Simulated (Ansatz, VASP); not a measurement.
**TiSn2Te3 in VASP and in Ansatz**

```
CELL_PARAMETERS angstrom
5.41484 0.00000 0.00000
0.00000 5.41484 0.00000
0.00000 0.00000 7.27074
ATOMIC_POSITIONS crystal
Ti 0.50000 0.50000 0.52184
Sn 0.50000 0.00000 0.92900
Sn 0.00000 0.50000 0.92900
Te 0.50000 0.50000 0.15623
Te 0.50000 0.00000 0.53195
Te 0.00000 0.50000 0.53195
```

Alike in both runs: functional PBE; k mesh 4 × 4 × 2; occupations gaussian, width 0.1 eV; no spin polarisation.

Ansatz relaxed the structure, and its values are those at the end. VASP's run is a single point on that final structure, the one shown.

|  | VASP | Ansatz |
| --- | --- | --- |
| version | VASP 6.6.1 | Ansatz 0.2.0 |
| potentials or method | VASP PAW PBE potentials, release 64 (Ti_sv, Sn_d, Te), cutoff 520 eV | scalar-relativistic, plane waves, PAW |
| valence electrons in the cell | 58 | 88 |

```tsv
	VASP	Ansatz	Ansatz less VASP
gap on the k mesh at the Fermi level (eV)	none	none	-
pressure (GPa)	0.3	0.3	+0.02
rms of the force components (eV/Å)	0.008	0.008	-0.0008
```

A gap of «none» marks a metal or a gap that the smearing closes. VASP's potentials hold 58 valence electrons a cell and Ansatz's 88, so a difference there can come from the potentials and not from the codes.

The k mesh is coarse, so the values compare programs but aren't converged. Neither program's run includes spin-orbit coupling.
